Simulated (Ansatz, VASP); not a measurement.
# Two plane-wave programs on CsSnI3

The input INCAR:

```
SYSTEM = CsSnI3
ALGO     = Normal         ! electronic algorithm
EDIFF    = 1E-6           ! SCF threshold, eV
ENCUT    = 520            ! plane-wave cutoff, eV
GGA      = PE             ! functional
ISIF     = 2              ! what is computed and relaxed
ISMEAR   = 0              ! smearing method
LASPH    = .TRUE.         ! aspherical terms in the spheres
LCHARG   = .FALSE.        ! write CHGCAR
LREAL    = .FALSE.        ! projectors in reciprocal space
LWAVE    = .FALSE.        ! write WAVECAR
NBANDS   = 30             ! bands
NELM     = 60             ! most SCF steps
PREC     = Accurate       ! precision mode
SIGMA    = 0.01           ! smearing width, eV
```

Contents of KPOINTS:

```
k-points
0
G
  4 4 4
  0 0 0
```

POSCAR

```
CsSnI3
1.0
    6.4216092820      0.0000000000      0.0000000000
    0.0000000000      6.4216092820      0.0000000000
    0.0000000000      0.0000000000      6.4216092820
Cs Sn I
1 1 3
Direct
    0.0000000000      0.0000000000      0.0000000000
    0.5000000000      0.5000000000      0.5000000000
    0.5000000000      0.5000000000      0.0000000000
    0.5000000000      0.0000000000      0.5000000000
    0.0000000000      0.5000000000      0.5000000000
```

Input for Ansatz:

```yaml
crystal:
  lattice:
    - [6.421609282, 0.0, 0.0]
    - [0.0, 6.421609282, 0.0]
    - [0.0, 0.0, 6.421609282]
  atoms:
    - { symbol: Cs, position: [0.0, 0.0, 0.0] }
    - { symbol: Sn, position: [0.5, 0.5, 0.5] }
    - { symbol: I, position: [0.5, 0.5, 0.0] }
    - { symbol: I, position: [0.5, 0.0, 0.5] }
    - { symbol: I, position: [0.0, 0.5, 0.5] }
kpoints:
  mp_grid: { grid: [4, 4, 4] }
hamiltonian:
  xc: pbe
scf:
  occupations: { method: fixed }
  n_extra_bands: 5
output:
  forces: true
  stress: true
  eigenvalues: true
```

Alike in both runs: task single point; functional PBE; k mesh 4 × 4 × 4; no spin polarisation.

```csv
,VASP,Ansatz
version,VASP 6.6.1,Ansatz 0.2.0
potentials or method,"VASP PAW PBE potentials, release 64 (Cs_sv, Sn_d, I)","plane waves, PAW"
plane-wave cutoff (eV),520,420
occupations,"gaussian, width 0.01 eV",fixed
valence electrons in the cell,44,74
```

```csv
,VASP,Ansatz,Ansatz less VASP
gap on the k mesh at the Fermi level (eV),0.72,0.72,+0.005
pressure (GPa),-0.8,-0.8,+0.01
```

VASP's potentials hold 44 valence electrons a cell and Ansatz's 74, so a difference there can come from the potentials and not from the codes.

Neither program's run includes spin-orbit coupling.
